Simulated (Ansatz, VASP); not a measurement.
# One calculation of Al5Co3Ni2, two programs

File INCAR:

```
SYSTEM = Al5Co3Ni2
  PREC = Accurate
  ENCUT = 520
  EDIFF = 1E-6
  ISMEAR = 0
  SIGMA = 0.2
  LREAL = .FALSE.
  LASPH = .TRUE.
  NELM = 60
  ALGO = Fast
  ISIF = 2
  LWAVE = .FALSE.
  LCHARG = .TRUE.
  GGA = PE
  LELF = .TRUE.
  LVHAR = .TRUE.
  NBANDS = 42
```

The input KPOINTS:

```
regular mesh
0
G
  8 8 2
  0 0 0
```

Contents of POSCAR:

```
Al5Co3Ni2
1.0
    2.8455945577      0.0000000000      0.0000000000
    0.0000000000      2.8455945577      0.0000000000
    0.0000000000      0.0000000000     14.5829801439
Al Co Ni
5 3 2
Direct
    0.5000000000      0.5000000000      0.0000000000
    0.5000000000      0.5000000000      0.2040219354
    0.5000000000      0.5000000000      0.4014458161
    0.5000000000      0.5000000000      0.5985541839
    0.5000000000      0.5000000000      0.7959780646
    0.0000000000      0.0000000000      0.3030737440
    0.0000000000      0.0000000000      0.6969262560
    0.0000000000      0.0000000000      0.5000000000
    0.0000000000      0.0000000000      0.8970301483
    0.0000000000      0.0000000000      0.1029698517
```

Input for Ansatz:

```yaml
crystal:
  lattice:
    - [2.8455945577, 0.0, 0.0]
    - [0.0, 2.8455945577, 0.0]
    - [0.0, 0.0, 14.5829801439]
  atoms:
    - { symbol: Al, position: [0.5, 0.5, 0.0] }
    - { symbol: Al, position: [0.5, 0.5, 0.2040219354] }
    - { symbol: Al, position: [0.5, 0.5, 0.4014458161] }
    - { symbol: Al, position: [0.5, 0.5, 0.5985541839] }
    - { symbol: Al, position: [0.5, 0.5, 0.7959780646] }
    - { symbol: Co, position: [0.0, 0.0, 0.303073744] }
    - { symbol: Co, position: [0.0, 0.0, 0.696926256] }
    - { symbol: Co, position: [0.0, 0.0, 0.5] }
    - { symbol: Ni, position: [0.0, 0.0, 0.8970301483] }
    - { symbol: Ni, position: [0.0, 0.0, 0.1029698517] }
basis:
  ecutwfc: 420
kpoints:
  mp_grid: { grid: [8, 8, 2] }
hamiltonian:
  xc: pbe
scf:
  occupations: { method: gaussian, width: 0.2 }
  lower_state_search: "off"
output:
  forces: true
  stress: true
  eigenvalues: true
```

Alike in both runs: task single point; functional PBE; k mesh 8 × 8 × 2; occupations gaussian, width 0.2 eV; no spin polarisation.

|  | VASP | Ansatz |
| --- | --- | --- |
| version | VASP 6.6.1 | Ansatz 0.2.0 |
| potentials or method | VASP PAW PBE potentials, release 64 (Al, Co, Ni), cutoff 520 eV | scalar-relativistic, plane waves, PAW |
| valence electrons in the cell | 62 | 102 |

Ansatz gave:

| Item | Value |
| --- | --- |
| gap on the k mesh at the Fermi level (eV) | none |
| pressure (GPa) | 0.2 |
| rms of the force components (eV/Å) | 0.003 |

**Question.** Estimate VASP's values.

**Answer.** gap on the k mesh at the Fermi level (eV): none; pressure (GPa): 0.2; rms of the force components (eV/Å): 0.004.

Atom by atom the forces differ by 0.001 eV/Å (rms over components). A gap of «none» marks a metal or a gap that the smearing closes. VASP's potentials hold 62 valence electrons a cell and Ansatz's 102, so a difference there can come from the potentials and not from the codes.
